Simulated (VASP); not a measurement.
# Hg (P6/mmm) in VASP: a series of runs

Hg is run at these levels: PBE; tasks: single point.

Program: VASP 6.6.1. These are calculated values, not measurements. Logs are shortened: lines on timing, memory, paths and dates and some standing lists are left out, and cuts for length are marked.

### Step 1. The cell of the first run

It takes space group P6/mmm (No. 191, hexagonal). The conventional cell has a = 4.540 Å, b = 4.540 Å, c = 3.870 Å, α = 90.00°, β = 90.00°, γ = 120.00°. Within 3.5 Å of Hg (site symmetry -6m2) lie 9 Hg at 2.62 to 3.26 Å. Within 4.3 Å of Hg (site symmetry 6/mmm) lie 14 Hg at 3.26 to 3.87 Å.

### Step 2. Single point, PBE

The input, INCAR:

```
ALGO = Fast
EDIFF = 1E-6
ENCUT = 520
GGA = PE
ISIF = 2
ISMEAR = -1
LASPH = T
LCHARG = F
LREAL = F
LWAVE = F
NBANDS = 25
NELM = 80
PREC = Accurate
SIGMA = 0.05
```

The input, KPOINTS:

```
k-points
0
Gamma
  7 7 7
```

The input, POSCAR:

```
Hg
1.0
    4.5400000000      0.0000000000      0.0000000000
   -2.2700000000      3.9317553332      0.0000000000
    0.0000000000      0.0000000000      3.8700000000
Hg
3
Direct
    0.6666666667      0.3333333333      0.5000000000
    0.0000000000      0.0000000000      0.0000000000
    0.3333333333      0.6666666667      0.5000000000
```

Potentials or basis: VASP PAW PBE potentials, release 64 (Hg).

Launch:

```sh
$ cat potpaw_PBE.64/Hg/POTCAR > POTCAR
$ mpirun -np 1 vasp_std > vasp.out
```

OUTCAR:

```text
EDIFF = 1E-6
   ENCUT = 520
   GGA = PE
   ISIF = 2
   ISMEAR = -1
   LASPH = T
   LREAL = F
   NELM = 80
   PREC = Accurate

 ion  position               nearest neighbor table
   1  0.667  0.333  0.500-   3 2.62   3 2.62   3 2.62   2 3.26   2 3.26   2 3.26   2 3.26   2 3.26
                             2 3.26
   2  0.000  0.000  0.000-   1 3.26   3 3.26   1 3.26   3 3.26   1 3.26   1 3.26   3 3.26   3 3.26
                             1 3.26   1 3.26   3 3.26   3 3.26
   3  0.333  0.667  0.500-   1 2.62   1 2.62   1 2.62   2 3.26   2 3.26   2 3.26   2 3.26   2 3.26
                             2 3.26

  LATTYP: Found a hexagonal cell.
 ALAT       =     4.5400000000
 C/A-ratio  =     0.8524229075

  Lattice vectors:

 A1 = (   4.5400000000,   0.0000000000,   0.0000000000)
 A2 = (  -2.2700000000,   3.9317553332,   0.0000000000)
 A3 = (   0.0000000000,   0.0000000000,   3.8700000000)

Analysis of symmetry for initial positions (statically):
=====================================================================
 Subroutine PRICEL returns:
 Original cell was already a primitive cell.

 Routine SETGRP: Setting up the symmetry group for a
 hexagonal supercell.

 Subroutine GETGRP returns: Found 24 space group operations
 (whereof 24 operations were pure point group operations)
 out of a pool of 24 trial point group operations.

The static configuration has the point symmetry D_6h.

Analysis of symmetry for dynamics (positions and initial velocities):
=====================================================================
 Subroutine PRICEL returns:
 Original cell was already a primitive cell.

 Routine SETGRP: Setting up the symmetry group for a
 hexagonal supercell.

 Subroutine GETGRP returns: Found 24 space group operations
 (whereof 24 operations were pure point group operations)
 out of a pool of 24 trial point group operations.

The dynamic configuration has the point symmetry D_6h.

 Subroutine INISYM returns: Found 24 space group operations
 (whereof 24 operations are pure point group operations),
 and found     1 'primitive' translations

----------------------------------------------------------------------------------------

                                     Primitive cell
[... 82 lines left out ...]
   NGXF,Y,Z  is equivalent  to a cutoff of  26.36, 26.36, 25.77 a.u.
 SYSTEM =  unknown system
   PREC   = accura    normal or accurate (medium, high low for compatibility)
   ISTART =      0    job   : 0-new  1-cont  2-samecut
   ICHARG =      2    charge: 1-file 2-atom 10-const
   ISPIN  =      1    spin polarized calculation?
   LNONCOLLINEAR =      F non collinear calculations
   LSORBIT =      F    spin-orbit coupling
   LASPH  =      T    aspherical Exc in radial PAW
   ENCUT  =  520.0 eV  38.22 Ry    6.18 a.u.   8.44  8.44  7.20*2*pi/ulx,y,z
   NELM   =     80;   NELMIN=  2; NELMDL= -5     # of ELM steps
   EDIFF  = 0.1E-05   stopping-criterion for ELM
   LREAL  =      F    real-space projection
   EDIFFG = 0.1E-04   stopping-criterion for IOM
   NSW    =      0    number of steps for IOM
   IBRION =     -1    ionic relax: 0-MD 1-quasi-New 2-CG
   NFREE  =      0    steps in history (QN), initial steepest desc. (CG)
   ISIF   =      2    stress and relaxation
   ISYM   =      2    0-nonsym 1-usesym 2-fastsym
   POTIM  = 0.5000    time-step for ionic-motion
   TEBEG  =    0.0;   TEEND  =   0.0 temperature during run
   PSTRESS=    0.0 pullay stress
   NELECT =      36.0000    total number of electrons
   NUPDOWN=      -1.0000    fix difference up-down
   EMIN   =  10.00;   EMAX   =-10.00  energy-range for DOS
   EFERMI =   0.00;   METHOD = LEGACY
   ISMEAR =    -1;   SIGMA  =   0.05  broadening in eV -4-tet -1-fermi 0-gaus
   EFERMI_NEDOS =   21; number of points for ismear=-14 and -15
   IALGO  =     68    algorithm
   IMIX   =      4    mixing-type and parameters
     AMIX     =   0.40;   BMIX     =  1.00
     AMIX_MAG =   1.60;   BMIX_MAG =  1.00
  volume/ion in A,a.u.               =      23.03       155.39
  Fermi-wavevector in a.u.,A,eV,Ry     =   1.317421  2.489565 23.614244  1.735598
  Thomas-Fermi vector in A             =   2.447463
   LORBIT       =      0    0 simple, 1 ext, 2 COOP (PROOUT), +10 PAW based schemes
   GGA     = PE    functional components
   LHFCALC =     F    Hartree Fock is set to
   AEXX    =    0.0000 exact exchange contribution
   IVDW    =     0    specifies the selected vdW correction
   LEPSILON=     F    determine dielectric tensor
   LRPA    =     F    only Hartree local field effects (RPA)
 non-spin polarized calculation
 RMM-DIIS sequential band-by-band and
  energy-cutoff  :      520.00
  volume of cell :       69.08
 maximum number of plane-waves:      1881
 NGX is ok and might be reduce to    36
   NGX = 17   NGY = 17   NGZ = 15

 number of electron      36.0000005 magnetization

 Free energy of the ion-electron system (eV)
  ---------------------------------------------------
  ext. energy  EPLUGINS =         0.00000000
  ---------------------------------------------------
  free energy    TOTEN  =         0.49973431 eV

  energy without entropy =        0.51179977  energy(sigma->0) =        0.50576704

 E-fermi :   3.2014     XC(G=0): -10.9257

 val. band max:        3.1840570135   @ k =   0.2857   0.1429   0.4286
 cond. band min:       3.2024448850   @ k =   0.2857  -0.0000   0.1429
 fundamental gap:      0.0183878715
 Fermi energy:         3.2014328291

 k-point     1 :       0.0000    0.0000    0.0000
  band No.  band energies     occupation
      1      -6.8333      2.00000
      2      -5.1110      2.00000
      3      -4.8574      2.00000
      4      -4.8574      2.00000
      5      -4.6508      2.00000
      6      -4.6508      2.00000
[... 661 lines left out ...]
     24      13.3469      0.00000
     25      14.2936      0.00000

 [... further k-points ...]
[... 5 lines left out ...]
  --------------------------------------------------------------------------------------
  -------------------------------------------------------------------------------------
  Total        7.8639293      7.8639293      1.8087477      0.0000000     -0.0000000      0.0000000
  in kB      182.3882595    182.3882595     41.9503199      0.0000000     -0.0000000      0.0000000
  external PRESSURE =     135.5756130 kB  Pullay stress =       0.0000000 kB

 VOLUME and BASIS-vectors are now :
 -----------------------------------------------------------------------------
  energy-cutoff  :      520.00
  volume of cell :       69.08
      direct lattice vectors                 reciprocal lattice vectors
     4.540000000  0.000000000  0.000000000     0.220264317  0.127169663  0.000000000
    -2.270000000  3.931755333  0.000000000     0.000000000  0.254339326  0.000000000
     0.000000000  0.000000000  3.870000000     0.000000000  0.000000000  0.258397933

 POSITION                                       TOTAL-FORCE (eV/Angst)
 -----------------------------------------------------------------------------------
      2.27000      1.31059      1.93500         0.000000      0.000000     -0.000000
      0.00000      0.00000      0.00000        -0.000000      0.000000     -0.000000
     -0.00000      2.62117      1.93500        -0.000000     -0.000000      0.000000
 -----------------------------------------------------------------------------------
    total drift:                                0.000000     -0.000000     -0.000000

  FREE ENERGIE OF THE ION-ELECTRON SYSTEM (eV)
  ---------------------------------------------------
  free  energy   TOTEN  =         0.4997343107 eV

  energy  without entropy=        0.5117997724  energy(sigma->0) =        0.50576704
```

Run time: 30 s. Hardware: 1 thread of Intel Xeon 6975P-C (Granite Rapids), shared host; peak memory 0.2 GiB.

Results:

```
Free energy            : 0.4997 eV
Pressure               : 13.6 GPa
Band gap on the k mesh : zero (bands 18 and 19 overlap by 5.10 eV)
```

Stress tensor (GPa, compression positive):
```
18.24  0.00  0.00
 0.00 18.24  0.00
 0.00  0.00  4.20
```

Caveat: the cell stands under pressure; spin-orbit coupling is left out, which moves the levels of the heavy elements.

(Part 1 of 2 ends here.)
